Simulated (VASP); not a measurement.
Ga3BAs2:

```
CELL_PARAMETERS angstrom
-1.83903 3.70186 3.94534
1.83903 -3.70186 3.94534
1.83903 3.70186 -3.94534
ATOMIC_POSITIONS crystal
Ga 0.76699 0.26699 0.50000
Ga 0.23301 0.73301 0.50000
Ga 0.00000 0.00000 0.00000
B 0.50000 0.00000 0.50000
As 0.71397 0.50000 0.21397
As 0.28603 0.50000 0.78603
```

The cell was generated, and may not be a known phase.

```yaml
Program: VASP 6.6.1
Task: relaxation of cell and atoms
Functional: PBE
Potentials_or_basis: VASP PAW PBE potentials, release 64 (Ga_d, B, As)
Cutoff: 600 eV
k_mesh: 6 × 6 × 6
Occupations: gaussian, width 0.1 eV
Spin: no spin polarisation
```

At the start: pressure 0.7 GPa; volume 17.91 Å³/atom.

Question: How do energy, volume and symmetry change on relaxing?

Answer: Over 7 steps the energy falls by 2.7 meV/atom and the volume is 18.15 Å³/atom (+1.4 %); space group Immm (No. 71, to 0.1 Å) before and after.

Step by step:
```csv
step,energy change (eV),largest force (eV/Å),pressure (GPa),volume (Å³)
1,0.0000,0.1915,0.74,107.44
2,-0.0070,0.1348,-0.10,108.72
3,-0.0077,0.1109,-0.42,109.29
4,-0.0119,0.0647,-0.28,109.06
5,-0.0152,0.0835,0.04,108.65
6,-0.0152,0.0848,0.14,108.61
7,-0.0161,0.0273,-0.01,108.90
```

Final structure:
```
Ga B As
1.0
    -1.84916    3.65696    4.02591
     1.84916   -3.65696    4.02591
     1.84916    3.65696   -4.02591
Ga B As
3 1 2
Direct
  0.76527 0.26527 0.50000
  0.23473 0.73473 0.50000
  0.00000 0.00000 0.00000
  0.50000 0.00000 0.50000
  0.71998 0.50000 0.21998
  0.28002 0.50000 0.78002
```
